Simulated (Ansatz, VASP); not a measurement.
# One calculation of Mo, two programs

The input INCAR:

```
SYSTEM = Mo
ALGO     = Normal         ! electronic algorithm
EDIFF    = 1E-7           ! SCF threshold, eV
ENCUT    = 520            ! plane-wave cutoff, eV
GGA      = PE             ! functional
ISIF     = 2              ! what is computed and relaxed
ISMEAR   = 0              ! smearing method
LASPH    = .True.         ! aspherical terms in the spheres
LCHARG   = .False.        ! write CHGCAR
LREAL    = .False.        ! projectors in reciprocal space
LWAVE    = .False.        ! write WAVECAR
NBANDS   = 13             ! bands
NELM     = 60             ! most SCF steps
PREC     = Accurate       ! precision mode
SIGMA    = 0.15           ! smearing width, eV
```

The input KPOINTS:

```
k-points
0
Gamma
  22 22 22
  0 0 0
```

POSCAR

```
Mo
1.0
   -1.5238700000      1.5238700000      1.5238700000
    1.5238700000     -1.5238700000      1.5238700000
    1.5238700000      1.5238700000     -1.5238700000
Mo
1
Direct
    0.0000000000      0.0000000000      0.0000000000
```

Input for Ansatz:

```yaml
crystal:
  lattice:
    - [-1.52387, 1.52387, 1.52387]
    - [1.52387, -1.52387, 1.52387]
    - [1.52387, 1.52387, -1.52387]
  atoms:
    - { symbol: Mo, position: [0.0, 0.0, 0.0] }
basis:
  ecutwfc: 420
kpoints:
  mp_grid: { grid: [22, 22, 22] }
hamiltonian:
  xc: pbe
scf:
  occupations: { method: gaussian, width: 0.15 }
output:
  forces: true
  stress: true
  eigenvalues: true
```

Change from the starting cell: strain -0.030 along x and y, -0.030 along z, atoms carried along.

Alike in both runs: task single point; functional PBE; k mesh 22 × 22 × 22; occupations gaussian, width 0.15 eV; no spin polarisation.

|  | VASP | Ansatz |
| --- | --- | --- |
| version | VASP 6.6.1 | Ansatz 0.2.0 |
| potentials or method | VASP PAW PBE potentials, release 64 (Mo_sv), cutoff 520 eV | scalar-relativistic, plane waves, PAW |
| valence electrons in the cell | 14 | 14 |

|  | VASP | Ansatz | Ansatz less VASP |
| --- | --- | --- | --- |
| gap on the k mesh at the Fermi level (eV) | none | none | - |
| pressure (GPa) | 36.3 | 35.4 | -0.81 |

A gap of «none» marks a metal or a gap that the smearing closes. Both programs put the cell under a high pressure, so it lies far from rest at this level.
